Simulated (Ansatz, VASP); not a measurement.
# One calculation of HfZrS3, two programs

The input INCAR:

```
  ALGO = Normal
  EDIFF = 1E-6
  ENCUT = 520
  GGA = PE
  ISIF = 2
  ISMEAR = 0
  ISPIN = 2
  LASPH = True
  LCHARG = False
  LMAXMIX = 4
  LORBIT = 11
  LREAL = False
  LWAVE = False
  MAGMOM = 1 0 0 0 0
  NBANDS = 32
  NELM = 150
  PREC = Accurate
  SIGMA = 0.1
```

Contents of KPOINTS:

```
k-points
0
Gamma
  4 4 4
```

POSCAR

```
HfZrS3
1.0
    4.8650080051      0.0000000000      0.0000000000
    0.0000000000      4.8650080051      0.0000000000
    0.0000000000      0.0000000000      4.8650080051
Zr Hf S
1 1 3
Direct
    0.5000000000      0.5000000000      0.5000000000
    0.0000000000      0.0000000000      0.0000000000
    0.0000000000      0.5000000000      0.5000000000
    0.5000000000      0.5000000000      0.0000000000
    0.5000000000      0.0000000000      0.5000000000
```

Input for Ansatz:

```yaml
crystal:
  lattice:
    - [4.8650080051, 0.0, 0.0]
    - [0.0, 4.8650080051, 0.0]
    - [0.0, 0.0, 4.8650080051]
  atoms:
    - { symbol: Zr, position: [0.5, 0.5, 0.5], spin: 1.0 }
    - { symbol: Hf, position: [0.0, 0.0, 0.0] }
    - { symbol: S, position: [0.0, 0.5, 0.5] }
    - { symbol: S, position: [0.5, 0.5, 0.0] }
    - { symbol: S, position: [0.5, 0.0, 0.5] }
basis:
  ecutwfc: 420
kpoints:
  mp_grid: { grid: [4, 4, 4] }
hamiltonian:
  xc: pbe
scf:
  occupations: { method: gaussian, width: 0.1 }
  lower_state_search: "off"
output:
  forces: true
  stress: true
  eigenvalues: true
  populations: true
magnetization:
  spin_polarized: true
```

Change from the starting cell: species swapped into the NdBRh3 type (Pm-3m, No. 221).

Alike in both runs: task single point; functional PBE; k mesh 4 × 4 × 4; occupations gaussian, width 0.1 eV; collinear spin.

```csv
,VASP,Ansatz
version,VASP 6.6.1,Ansatz 0.2.0
potentials or method,"VASP PAW PBE potentials, release 64 (Zr_sv, Hf_pv, S), cutoff 520 eV","scalar-relativistic, plane waves, PAW"
valence electrons in the cell,40,56
```

Ansatz gave:

| Property | Result |
| --- | --- |
| gap on the k mesh at the Fermi level (eV) | none |
| pressure (GPa) | 0.7 |
| net moment per atom (μB) | 0.31 |
| size of the moment on the site where the two differ most (μB) | 1.10 |

Estimate VASP's values.

gap on the k mesh at the Fermi level (eV): none; pressure (GPa): -0.2; net moment per atom (μB): 0.00; size of the moment on the site where the two differ most (μB): 0.00.

The net moments are unlike, so the other rows may belong to different states. Site moments also hang on the region over which each program counts them. A gap of «none» marks a metal or a gap that the smearing closes. VASP's potentials hold 40 valence electrons a cell and Ansatz's 56, so a difference there can come from the potentials and not from the codes.

Spin-orbit coupling is off throughout.
